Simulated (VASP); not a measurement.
# KI (Pm-3m) in VASP: further runs, part 2 of 2

VASP 6.6.1. The steps go on from the part before.

## (5) Single point, PBE (volume changed by +6%)

File INCAR:

```
PREC = Accurate
ENCUT = 520
EDIFF = 1E-6
ISMEAR = 0
SIGMA = 0.01
LREAL = F
LASPH = T
NELM = 100
ALGO = Normal
ISIF = 2
LWAVE = F
LCHARG = T
GGA = PE
LELF = T
LVHAR = T
NBANDS = 15
```

File KPOINTS:

```
Automatic mesh
0
Gamma
  6 6 6
```

File POSCAR:

```
KI
1.0
    4.4268549963      0.0000000000      0.0000000000
    0.0000000000      4.4268549963      0.0000000000
    0.0000000000      0.0000000000      4.4268549963
K I
1 1
Direct
    0.0000000000      0.0000000000      0.0000000000
    0.5000000000      0.5000000000      0.5000000000
```

Potentials or basis: VASP PAW PBE potentials, release 64 (K_sv, I).

Run with:

```bash
cat potpaw_PBE.64/K_sv/POTCAR potpaw_PBE.64/I/POTCAR > POTCAR
mpirun -np 1 vasp_std > vasp.out
```

OUTCAR:

```text
PREC = Accurate
   ENCUT = 520
   EDIFF = 1E-6
   ISMEAR = 0
   LREAL = F
   LASPH = T
   NELM = 100
   ISIF = 2
   GGA = PE

 ion  position               nearest neighbor table
   1  0.000  0.000  0.000-
   2  0.500  0.500  0.500-

  LATTYP: Found a simple cubic cell.
 ALAT       =     4.4268549963

  Lattice vectors:

 A1 = (   4.4268549963,   0.0000000000,   0.0000000000)
 A2 = (   0.0000000000,   4.4268549963,   0.0000000000)
 A3 = (   0.0000000000,   0.0000000000,   4.4268549963)

Analysis of symmetry for initial positions (statically):
=====================================================================
 Subroutine PRICEL returns:
 Original cell was already a primitive cell.

 Routine SETGRP: Setting up the symmetry group for a
 simple cubic supercell.

 Subroutine GETGRP returns: Found 48 space group operations
 (whereof 48 operations were pure point group operations)
 out of a pool of 48 trial point group operations.

The static configuration has the point symmetry O_h .

Analysis of symmetry for dynamics (positions and initial velocities):
=====================================================================
 Subroutine PRICEL returns:
 Original cell was already a primitive cell.

 Routine SETGRP: Setting up the symmetry group for a
 simple cubic supercell.

 Subroutine GETGRP returns: Found 48 space group operations
 (whereof 48 operations were pure point group operations)
 out of a pool of 48 trial point group operations.

The dynamic configuration has the point symmetry O_h .

 Subroutine INISYM returns: Found 48 space group operations
 (whereof 48 operations are pure point group operations),
 and found     1 'primitive' translations

----------------------------------------------------------------------------------------

                                     Primitive cell

  volume of cell :      86.7533

  direct lattice vectors                    reciprocal lattice vectors
     4.426854996  0.000000000  0.000000000     0.225894004  0.000000000  0.000000000
     0.000000000  4.426854996  0.000000000     0.000000000  0.225894004  0.000000000
     0.000000000  0.000000000  4.426854996     0.000000000  0.000000000  0.225894004

  length of vectors
     4.426854996  4.426854996  4.426854996     0.225894004  0.225894004  0.225894004

  position of ions in fractional coordinates (direct lattice)
     0.000000000  0.000000000  0.000000000
     0.500000000  0.500000000  0.500000000

  ion indices of the primitive-cell ions
   primitive index   ion index
                 1           1
                 2           2

----------------------------------------------------------------------------------------

 KPOINTS: Automatic mesh

Automatic generation of k-mesh.
 Grid dimensions read from file:
 generate k-points for:    6    6    6

 Generating k-lattice:

  Cartesian coordinates                     Fractional coordinates (reciprocal lattice)
     0.037649001  0.000000000  0.000000000     0.166666667  0.000000000  0.000000000
     0.000000000  0.037649001  0.000000000     0.000000000  0.166666667  0.000000000
     0.000000000  0.000000000  0.037649001     0.000000000  0.000000000  0.166666667

  Length of vectors
     0.037649001  0.037649001  0.037649001

  Shift w.r.t. Gamma in fractional coordinates (k-lattice)
     0.000000000  0.000000000  0.000000000

 Subroutine IBZKPT returns following result:
 ===========================================

 Found     20 irreducible k-points:

 Following reciprocal coordinates:
            Coordinates               Weight
  0.000000  0.000000  0.000000      1.000000
  0.166667  0.000000  0.000000      6.000000
  0.333333  0.000000  0.000000      6.000000
  0.500000  0.000000  0.000000      3.000000
  0.166667  0.166667  0.000000     12.000000
  0.333333  0.166667  0.000000     24.000000
[... 12 lines left out ...]
  0.500000  0.500000  0.333333      6.000000
  0.500000  0.500000  0.500000      1.000000
   k-points           NKPTS =     20   k-points in BZ     NKDIM =     20   number of bands    NBANDS=     15
   number of dos      NEDOS =    301   number of ions     NIONS =      2
   total plane-waves  NPLWV =  46656
   dimension x,y,z NGX =    36 NGY =   36 NGZ =   36
   dimension x,y,z NGXF=    72 NGYF=   72 NGZF=   72
   ions per type =               1   1
   NGX,Y,Z   is equivalent  to a cutoff of  13.52, 13.52, 13.52 a.u.
   NGXF,Y,Z  is equivalent  to a cutoff of  27.04, 27.04, 27.04 a.u.
 SYSTEM =  unknown system
   PREC   = accura    normal or accurate (medium, high low for compatibility)
   ISTART =      0    job   : 0-new  1-cont  2-samecut
   ICHARG =      2    charge: 1-file 2-atom 10-const
   ISPIN  =      1    spin polarized calculation?
   LNONCOLLINEAR =      F non collinear calculations
   LSORBIT =      F    spin-orbit coupling
   LASPH  =      T    aspherical Exc in radial PAW
   ENCUT  =  520.0 eV  38.22 Ry    6.18 a.u.   8.23  8.23  8.23*2*pi/ulx,y,z
   NELM   =    100;   NELMIN=  2; NELMDL= -5     # of ELM steps
   EDIFF  = 0.1E-05   stopping-criterion for ELM
   LREAL  =      F    real-space projection
[... 7 lines left out ...]
   TEBEG  =    0.0;   TEEND  =   0.0 temperature during run
   PSTRESS=    0.0 pullay stress
   NELECT =      16.0000    total number of electrons
   NUPDOWN=      -1.0000    fix difference up-down
   EMIN   =  10.00;   EMAX   =-10.00  energy-range for DOS
   EFERMI =   0.00;   METHOD = LEGACY
   ISMEAR =     0;   SIGMA  =   0.01  broadening in eV -4-tet -1-fermi 0-gaus
   EFERMI_NEDOS =   21; number of points for ismear=-14 and -15
   IALGO  =     38    algorithm
   IMIX   =      4    mixing-type and parameters
     AMIX     =   0.40;   BMIX     =  1.00
     AMIX_MAG =   1.60;   BMIX_MAG =  1.00
  volume/ion in A,a.u.               =      43.38       292.72
  Fermi-wavevector in a.u.,A,eV,Ry     =   0.931865  1.760969 11.814916  0.868372
  Thomas-Fermi vector in A             =   2.058403
   LORBIT       =      0    0 simple, 1 ext, 2 COOP (PROOUT), +10 PAW based schemes
   GGA     = PE    functional components
   LHFCALC =     F    Hartree Fock is set to
   AEXX    =    0.0000 exact exchange contribution
   IVDW    =     0    specifies the selected vdW correction
   LEPSILON=     F    determine dielectric tensor
   LRPA    =     F    only Hartree local field effects (RPA)
 non-spin polarized calculation
 Gauss-broadening in eV      SIGMA  =   0.01
  energy-cutoff  :      520.00
  volume of cell :       86.75
 maximum number of plane-waves:      2360
 NGX is ok and might be reduce to    36
   NGX = 17   NGY = 17   NGZ = 17

 number of electron      15.9999998 magnetization

 Free energy of the ion-electron system (eV)
  ---------------------------------------------------
  ext. energy  EPLUGINS =         0.00000000
  ---------------------------------------------------
  free energy    TOTEN  =        -5.41646728 eV

  energy without entropy =       -5.41646728  energy(sigma->0) =       -5.41646728

 E-fermi :   0.3633     XC(G=0):  -7.3354

 val. band max:        0.3068974737   @ k =   0.5000   0.5000   0.0000
 cond. band min:       3.4217527102   @ k =   0.0000   0.0000   0.0000
 fundamental gap:      3.1148552365
 Fermi energy:         0.3632898589

 k-point     1 :       0.0000    0.0000    0.0000
  band No.  band energies     occupation
      1     -29.1742      2.00000
      2     -12.6250      2.00000
      3     -12.6250      2.00000
      4     -12.6250      2.00000
      5     -10.6274      2.00000
      6      -0.0043      2.00000
      7      -0.0043      2.00000
      8      -0.0043      2.00000
      9       3.4218      0.00000
     10       5.2361      0.00000
     11       5.2361      0.00000
     12       8.5704      0.00000
     13       8.5704      0.00000
     14       8.5704      0.00000
     15      10.5356      0.00000
[... 325 lines left out ...]
 k-point    20 :       0.5000    0.5000    0.5000
  band No.  band energies     occupation
      1     -29.1656      2.00000
      2     -12.6717      2.00000
      3     -12.6717      2.00000
      4     -12.6717      2.00000
      5     -10.2307      2.00000
      6      -1.0914      2.00000
      7      -1.0914      2.00000
      8      -1.0914      2.00000
      9       5.8853      0.00000
     10       5.8853      0.00000
     11       5.8853      0.00000
     12       8.8050      0.00000
     13       8.8050      0.00000
     14       8.8050      0.00000
     15       8.9283      0.00000

------------------------ aborting loop because EDIFF is reached ----------------------------------------

  FORCE on cell =-STRESS in cart. coord.  units (eV):
  Direction    XX          YY          ZZ          XY          YZ          ZX
  --------------------------------------------------------------------------------------
  -------------------------------------------------------------------------------------
  Total       -0.3259234     -0.3259234     -0.3259234     -0.0000000      0.0000000     -0.0000000
  in kB       -6.0192211     -6.0192211     -6.0192211     -0.0000000      0.0000000     -0.0000000
  external PRESSURE =      -6.0192211 kB  Pullay stress =       0.0000000 kB

 VOLUME and BASIS-vectors are now :
 -----------------------------------------------------------------------------
  energy-cutoff  :      520.00
  volume of cell :       86.75
      direct lattice vectors                 reciprocal lattice vectors
     4.426854996  0.000000000  0.000000000     0.225894004  0.000000000  0.000000000
     0.000000000  4.426854996  0.000000000     0.000000000  0.225894004  0.000000000
     0.000000000  0.000000000  4.426854996     0.000000000  0.000000000  0.225894004

 POSITION                                       TOTAL-FORCE (eV/Angst)
 -----------------------------------------------------------------------------------
      0.00000      0.00000      0.00000         0.000000      0.000000      0.000000
      2.21343      2.21343      2.21343         0.000000      0.000000      0.000000
 -----------------------------------------------------------------------------------
    total drift:                                0.000000      0.000000      0.000000

  FREE ENERGIE OF THE ION-ELECTRON SYSTEM (eV)
  ---------------------------------------------------
  free  energy   TOTEN  =        -5.4164672818 eV

  energy  without entropy=       -5.4164672818  energy(sigma->0) =       -5.41646728
```

stdout:

```text
POSCAR found type information on POSCAR K I
 POSCAR found :  2 types and       2 ions
 scaLAPACK will be used
 LDA part: xc-table for (Slater+PW92), standard interpolation
 POSCAR, INCAR and KPOINTS ok, starting setup
 FFT: planning ... GRIDC
 FFT: planning ... GRID_SOFT
 FFT: planning ... GRID
 WAVECAR not read
 entering main loop
```

Wall time 18 s (1 thread of Intel Xeon Platinum 8259CL at 2.50GHz (Skylake/Cascade Lake), shared host); peak memory 0.21 GiB.

Results:

| Property | Result |
| --- | --- |
| Free energy | -5.4165 eV |
| Pressure | -0.6 GPa |
| Band gap on the k mesh | 3.11 eV, indirect (least direct gap 3.43 eV) |

Caveat: spin-orbit coupling is left out, which moves the levels of the heavy elements.

## (6) Single point, r2SCAN (volume changed by -6%)

File POSCAR:

```
KI
1.0
    4.2033453343      0.0000000000      0.0000000000
    0.0000000000      4.2033453343      0.0000000000
    0.0000000000      0.0000000000      4.2033453343
K I
1 1
Direct
    0.0000000000      0.0000000000      0.0000000000
    0.5000000000      0.5000000000      0.5000000000
```

File INCAR.step1:

```
SYSTEM = KI
PREC = Accurate ; ENCUT = 520
ISMEAR = 0 ; SIGMA = 0.01
LREAL = .False. ; LASPH = .True.
NELM = 60 ; NBANDS = 15
GGA = PE ; ALGO = Normal
EDIFF = 1E-4 ; LWAVE = .True.
LCHARG = .False.
```

File INCAR.step2:

```
SYSTEM = KI
PREC = Accurate ; ENCUT = 520
EDIFF = 1E-6 ; ISMEAR = 0
SIGMA = 0.01 ; LREAL = .False.
LASPH = .True. ; NELM = 60
ALGO = Normal ; ISIF = 2
LWAVE = .False. ; LCHARG = .True.
METAGGA = R2SCAN ; LMIXTAU = .True.
LELF = .True. ; LVHAR = .True.
NBANDS = 15 ; ISTART = 1
```

File KPOINTS:

```
Automatic mesh
0
Gamma
  6 6 6
  0 0 0
```

Potentials or basis: VASP PAW PBE potentials, release 64 (K_sv, I).

Run with:

```bash
cat potpaw_PBE.64/K_sv/POTCAR potpaw_PBE.64/I/POTCAR > POTCAR
cp INCAR.step1 INCAR
mpirun -np 1 vasp_std > vasp.out
cp INCAR.step2 INCAR
mpirun -np 1 vasp_std > vasp.out
```

OUTCAR:

```text
SYSTEM = KI
   PREC = Accurate
   ENCUT = 520
   EDIFF = 1E-6
   ISMEAR = 0
   LREAL = .False.
   LASPH = .True.
   NELM = 60
   ISIF = 2
   METAGGA = R2SCAN
   ISTART = 1

 ion  position               nearest neighbor table
   1  0.000  0.000  0.000-   2 3.64   2 3.64   2 3.64   2 3.64   2 3.64   2 3.64   2 3.64   2 3.64

   2  0.500  0.500  0.500-   1 3.64   1 3.64   1 3.64   1 3.64   1 3.64   1 3.64   1 3.64   1 3.64

  LATTYP: Found a simple cubic cell.
 ALAT       =     4.2033453343

  Lattice vectors:

 A1 = (   4.2033453343,   0.0000000000,   0.0000000000)
 A2 = (   0.0000000000,   4.2033453343,   0.0000000000)
 A3 = (   0.0000000000,   0.0000000000,   4.2033453343)

Analysis of symmetry for initial positions (statically):
=====================================================================
 Subroutine PRICEL returns:
 Original cell was already a primitive cell.

 Routine SETGRP: Setting up the symmetry group for a
 simple cubic supercell.

 Subroutine GETGRP returns: Found 48 space group operations
 (whereof 48 operations were pure point group operations)
 out of a pool of 48 trial point group operations.

[... 172 lines left out ...]
      6       0.5994      2.00000
      7       0.5994      2.00000
      8       0.5994      2.00000
      9       5.2344      0.00000
     10       6.1208      0.00000
     11       6.1208      0.00000
     12      10.1608      0.00000
     13      10.1608      0.00000
     14      10.1608      0.00000
[... 329 lines left out ...]
      2     -12.2985      2.00000
      3     -12.2985      2.00000
      4     -12.2985      2.00000
      5      -9.9994      2.00000
      6      -0.8786      2.00000
      7      -0.8786      2.00000
      8      -0.8786      2.00000
      9       7.1759      0.00000
     10       7.1759      0.00000
     11       7.1759      0.00000
     12      10.8599      0.00000
     13      10.8599      0.00000
     14      10.8599      0.00000
     15      11.5741      0.00000

------------------------ aborting loop because EDIFF is reached ----------------------------------------

  FORCE on cell =-STRESS in cart. coord.  units (eV):
  Direction    XX          YY          ZZ          XY          YZ          ZX
  --------------------------------------------------------------------------------------
  -------------------------------------------------------------------------------------
  Total        0.4945687      0.4945687      0.4945687     -0.0000000     -0.0000000     -0.0000000
  in kB       10.6696945     10.6696945     10.6696945     -0.0000000     -0.0000000     -0.0000000
  external PRESSURE =      10.6696945 kB  Pullay stress =       0.0000000 kB

 VOLUME and BASIS-vectors are now :
 -----------------------------------------------------------------------------
  energy-cutoff  :      520.00
  volume of cell :       74.27
      direct lattice vectors                 reciprocal lattice vectors
     4.203345334  0.000000000  0.000000000     0.237905744  0.000000000  0.000000000
     0.000000000  4.203345334  0.000000000     0.000000000  0.237905744  0.000000000
     0.000000000  0.000000000  4.203345334     0.000000000  0.000000000  0.237905744

 POSITION                                       TOTAL-FORCE (eV/Angst)
 -----------------------------------------------------------------------------------
      0.00000      0.00000      0.00000         0.000000      0.000000      0.000000
      2.10167      2.10167      2.10167         0.000000      0.000000      0.000000
 -----------------------------------------------------------------------------------
    total drift:                                0.000000      0.000000     -0.000000

  FREE ENERGIE OF THE ION-ELECTRON SYSTEM (eV)
  ---------------------------------------------------
  free  energy   TOTEN  =       -33.8481422934 eV

  energy  without entropy=      -33.8481422934  energy(sigma->0) =      -33.84814229
```

OUTCAR.step1:

```text
SYSTEM = KI
   PREC = Accurate
   ENCUT = 520
   ISMEAR = 0
   LREAL = .False.
   LASPH = .True.
[... 576 lines left out ...]
      0.00000      0.00000      0.00000         0.000000      0.000000      0.000000
      2.10167      2.10167      2.10167         0.000000      0.000000      0.000000
 -----------------------------------------------------------------------------------
    total drift:                                0.000000      0.000000     -0.000000

  FREE ENERGIE OF THE ION-ELECTRON SYSTEM (eV)
  ---------------------------------------------------
  free  energy   TOTEN  =        -5.3905309840 eV

  energy  without entropy=       -5.3905309840  energy(sigma->0) =       -5.39053098
```

OSZICAR.step1:

```text
N       E                     dE             d eps       ncg     rms          rms(c)
DAV:   1     0.912883907868E+02    0.91288E+02   -0.67139E+03   600   0.932E+02
DAV:   2    -0.460035058173E+00   -0.91748E+02   -0.86057E+02   796   0.224E+02
DAV:   3    -0.527670360057E+01   -0.48167E+01   -0.47965E+01   847   0.440E+01
DAV:   4    -0.548661297117E+01   -0.20991E+00   -0.20988E+00   915   0.845E+00
DAV:   5    -0.548894143420E+01   -0.23285E-02   -0.23284E-02   889   0.891E-01    0.301E+00
DAV:   6    -0.540533138780E+01    0.83610E-01   -0.59574E-02   754   0.178E+00    0.215E+00
DAV:   7    -0.538824499320E+01    0.17086E-01   -0.88611E-02   775   0.181E+00    0.745E-01
DAV:   8    -0.539034276637E+01   -0.20978E-02   -0.13783E-02   665   0.796E-01    0.166E-01
DAV:   9    -0.539047054583E+01   -0.12778E-03   -0.49799E-04   845   0.155E-01    0.770E-02
DAV:  10    -0.539053098397E+01   -0.60438E-04   -0.81008E-05   608   0.620E-02
   1 F= -.53905310E+01 E0= -.53905310E+01  d E =-.952749E-21
```

Run time: 46 s. Hardware: 1 thread of Intel Xeon Platinum 8259CL at 2.50GHz (Skylake/Cascade Lake), shared host; peak memory 0.19 GiB.

What came out:

- Free energy: -33.8481 eV
- Pressure: 1.1 GPa
- Band gap on the k mesh: 4.23 eV, indirect (least direct gap 4.38 eV)

Levels at points of the mesh, in eV from the valence-band top:
```
           k point  band 6  band 7  band 8  band 9  band 10  band 11
(0.00, 0.00, 0.00)   -0.41   -0.41   -0.41    4.23     5.12     5.12
(0.50, 0.00, 0.00)   -2.54   -0.33   -0.33    6.33     6.66     7.57
(0.50, 0.50, 0.00)   -1.92   -1.92    0.00    4.38     6.38     7.38
(0.50, 0.50, 0.50)   -1.88   -1.88   -1.88    6.17     6.17     6.17
```

Caveat: the PAW data sets were made with another functional, which shifts forces and pressure a little; spin-orbit coupling is left out, which moves the levels of the heavy elements.

## (7) The runs side by side

| level | cell | gap on the mesh (eV) | pressure (GPa) |
| --- | --- | --- | --- |
| PBE | a = 4.298 Å, 2 atoms | 3.32 | 0.4 |
| PBE | a = 4.342 Å, 2 atoms | 3.24 | 0.0 |
| PBE | a = 4.385 Å, 2 atoms | 3.18 | -0.3 |
| PBE | a = 4.427 Å, 2 atoms | 3.11 | -0.6 |
| r2SCAN | a = 4.203 Å, 2 atoms | 4.23 | 1.1 |

Alike in all rows: task single point; potentials or basis VASP PAW PBE potentials, release 64 (K_sv, I); no spin polarisation; k mesh 6 × 6 × 6; cutoff (eV) 520; smearing gaussian 0.01 eV.

Caveats: spin-orbit coupling is left out, which moves the levels of the heavy elements; the PAW data sets were made with another functional, which shifts forces and pressure a little (some runs).

Total energies depend on the potentials used, so only differences within one code and one set of settings carry meaning.
